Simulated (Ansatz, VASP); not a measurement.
**Sc: VASP beside Ansatz**

```
CELL_PARAMETERS angstrom
0.00000 2.27050 2.27050
1.92992 0.00000 2.27050
1.92992 2.27050 0.00000
ATOMIC_POSITIONS crystal
Sc 0.00000 0.00000 0.00000
```

Change from the starting cell: strain -0.1500 x Voigt [1, 0, 0, 0, 0, 0], atoms carried along.

Alike in both runs: task single point; functional r2SCAN; k mesh 18 × 18 × 18; occupations gaussian, width 0.15 eV; no spin polarisation.

|  | VASP | Ansatz |
| --- | --- | --- |
| version | VASP 6.6.1 | Ansatz 0.2.0 |
| potentials or method | VASP PAW PBE potentials, release 64 (Sc_sv), cutoff 520 eV | scalar-relativistic, plane waves, PAW |
| valence electrons in the cell | 11 | 11 |

|  | VASP | Ansatz | Ansatz less VASP |
| --- | --- | --- | --- |
| gap on the k mesh at the Fermi level (eV) | none | none | - |
| pressure (GPa) | 17.3 | 16.9 | -0.36 |
| traceless stress, the component that is largest in VASP (GPa) | 1.33 | 1.30 | -0.033 |

VASP's potentials were made for PBE, not for r2SCAN. A gap of «none» marks a metal or a gap that the smearing closes. The functional is the same, so the differences come from potentials, cutoffs and numerics.
